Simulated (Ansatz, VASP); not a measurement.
**Te: VASP beside Ansatz**

INCAR

```
  ALGO = Normal
  EDIFF = 1E-6
  ENCUT = 500
  GGA = PE
  GGA_COMPAT = False
  ISIF = 2
  ISMEAR = 0
  IVDW = 12
  LASPH = True
  LCHARG = True
  LELF = True
  LREAL = False
  LVHAR = True
  LWAVE = False
  NBANDS = 16
  NELM = 120
  PREC = Accurate
  SIGMA = 0.01
```

KPOINTS

```
k-points
0
Gamma
  6 6 4
```

The input POSCAR:

```
Te
1.0
    4.4540000000      0.0000000000      0.0000000000
   -2.2270000000      3.8572771485      0.0000000000
    0.0000000000      0.0000000000      5.9240000000
Te
3
Direct
    0.2690000000      0.0000000000      0.3333333333
    0.0000000000      0.2690000000      0.6666666667
    0.7310000000      0.7310000000      0.0000000000
```

Input for Ansatz:

```yaml
crystal:
  lattice:
    - [4.454, 0.0, 0.0]
    - [-2.227, 3.8572771485, 0.0]
    - [0.0, 0.0, 5.924]
  atoms:
    - { symbol: Te, position: [0.269, 0.0, 0.3333333333] }
    - { symbol: Te, position: [0.0, 0.269, 0.6666666667] }
    - { symbol: Te, position: [0.731, 0.731, 0.0] }
basis:
  ecutwfc: 420
kpoints:
  mp_grid: { grid: [6, 6, 4] }
hamiltonian:
  xc: pbe
  dispersion: d3bj
scf:
  occupations: { method: gaussian, width: 0.01 }
output:
  forces: true
  stress: true
  eigenvalues: true
```

Alike in both runs: task single point; functional PBE; dispersion D3(BJ); k mesh 6 × 6 × 4; occupations gaussian, width 0.01 eV; no spin polarisation.

|  | VASP | Ansatz |
| --- | --- | --- |
| version | VASP 6.6.1 | Ansatz 0.2.0 |
| potentials or method | VASP PAW PBE potentials, release 64 (Te), cutoff 500 eV | scalar-relativistic, plane waves, PAW |
| valence electrons in the cell | 18 | 48 |

|  | VASP | Ansatz | Ansatz less VASP |
| --- | --- | --- | --- |
| gap on the k mesh at the Fermi level (eV) | 0.17 | 0.19 | +0.021 |
| least direct gap on the mesh (eV) | 0.17 | 0.19 | +0.021 |
| pressure (GPa) | -0.7 | -0.7 | -0.01 |
| traceless stress, the component that is largest in VASP (GPa) | 0.27 | 0.26 | -0.015 |
| rms of the force components (eV/Å) | 0.090 | 0.083 | -0.0071 |

Atom by atom the forces differ by 0.007 eV/Å (rms over components). VASP's potentials hold 18 valence electrons a cell and Ansatz's 48, so a difference there can come from the potentials and not from the codes.

Neither program's run includes spin-orbit coupling.
